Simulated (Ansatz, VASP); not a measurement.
# One calculation of Si2As, two programs

```xyz
3
Lattice="3.8683 0.0000 0.0000 0.0000 2.5941 2.8124 0.0000 -2.5941 2.8124" Properties=species:S:1:pos:R:3 pbc="T T T"
Si    0.0000    0.0000    4.5473
Si    1.9341    0.0000    0.3711
As    1.9341    0.0000    2.8158
```

Alike in both runs: functional PBE; k mesh 5 × 5 × 5; occupations gaussian, width 0.2 eV; no spin polarisation.

Ansatz relaxed the structure, and its values are those at the end. VASP's run is a single point on that final structure, the one shown.

|  | VASP | Ansatz |
| --- | --- | --- |
| version | VASP 6.6.1 | Ansatz 0.2.0 |
| potentials or method | VASP PAW PBE potentials, release 64 (Si, As), cutoff 500 eV | scalar-relativistic, plane waves, PAW |
| valence electrons in the cell | 13 | 23 |

|  | VASP | Ansatz | Ansatz less VASP |
| --- | --- | --- | --- |
| gap on the k mesh at the Fermi level (eV) | none | none | - |
| pressure (GPa) | 0.3 | 0.2 | -0.10 |
| rms of the force components (eV/Å) | 0.006 | 0.005 | -0.0013 |

A gap of «none» marks a metal or a gap that the smearing closes. VASP's potentials hold 13 valence electrons a cell and Ansatz's 23, so a difference there can come from the potentials and not from the codes.
